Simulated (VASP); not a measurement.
**N: single point with PBEsol**

N:

```xyz
4
Lattice="4.1672 0.0000 0.0000 -2.0836 3.6089 0.0000 0.0000 0.0000 7.0060" Properties=species:S:1:pos:R:3 pbc="T T T"
N     0.0000    2.4060    2.3045
N     0.0000    2.4060    1.1985
N     2.0836    1.2030    5.8075
N     2.0836    1.2030    4.7015
```

* Program: VASP 6.6.1
* Task: single point
* Functional: PBEsol
* Potentials or basis: VASP PAW PBE potentials, release 64 (N)
* Cutoff: 520 eV
* k mesh: 7 × 7 × 4, shifted
* Occupations: gaussian, width 0.01 eV
* Spin: no spin polarisation
* Dipole correction: no
* Further INCAR settings: ALGO = Normal; EDIFF = 1e-06; NBANDS = 18

```yaml
Pressure: 1.0 GPa
Largest_force: 0.893 eV/Å
Band_gap_on_the_k_mesh: 7.07 eV (least direct gap 7.33 eV)
```

Forces on the atoms (eV/Å):
```
N    0.000  0.000  0.893
N    0.000  0.000 -0.893
N    0.000  0.000  0.893
N    0.000  0.000 -0.893
```

Stress tensor (GPa, compression positive):
```
0.01 0.00 0.00
0.00 0.01 0.00
0.00 0.00 2.96
```

Levels at points of the mesh, in eV from the valence-band top:
```
           k point  band 7  band 8  band 9  band 10  band 11  band 12  band 13  band 14
(0.00, 0.00, 0.12)   -1.71   -1.71   -1.01     0.00     7.74     7.74     8.18     8.18
```

Run time: 27 s on 1 thread of Intel Xeon 8259CL (shared host), peak memory 0.21 GiB.

Caveat: the standard files for N, O and F lose accuracy on very short bonds; this functional lacks dispersion, which holds the molecules together, so the pressure and a relaxed volume are unreliable; the PAW data sets were made with another functional, which shifts forces and pressure a little; a shifted mesh leaves out Γ, where band edges can lie. A k mesh can miss the band edges.
